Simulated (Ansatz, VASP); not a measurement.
**Pt: VASP beside Ansatz**

```
Pt
1.0
     2.70431    0.00000    0.00000
    -1.35215    2.34200    0.00000
     0.00000    0.00000    4.69431
Pt
2
Direct
  0.66667 0.33333 0.75000
  0.33333 0.66667 0.25000
```

Alike in both runs: task single point; functional PBEsol; k mesh 15 × 15 × 8; occupations gaussian, width 0.05 eV; no spin polarisation.

|  | VASP | Ansatz |
| --- | --- | --- |
| version | VASP 6.6.1 | Ansatz 0.2.0 |
| potentials or method | VASP PAW PBE potentials, release 64 (Pt), cutoff 520 eV | scalar-relativistic, plane waves, PAW |
| valence electrons in the cell | 20 | 36 |

|  | VASP | Ansatz | Ansatz less VASP |
| --- | --- | --- | --- |
| gap on the k mesh at the Fermi level (eV) | none | none | - |
| pressure (GPa) | 5.1 | 5.5 | +0.37 |
| traceless stress, the component that is largest in VASP (GPa) | -0.99 | -0.85 | +0.136 |

VASP's potentials were made for PBE, not for PBEsol. A gap of «none» marks a metal or a gap that the smearing closes. With one functional, cell and mesh, what is left measures potentials, basis and numerics. VASP's potentials hold 20 valence electrons a cell and Ansatz's 36, so a difference there can come from the potentials and not from the codes.

Spin-orbit coupling is off throughout.
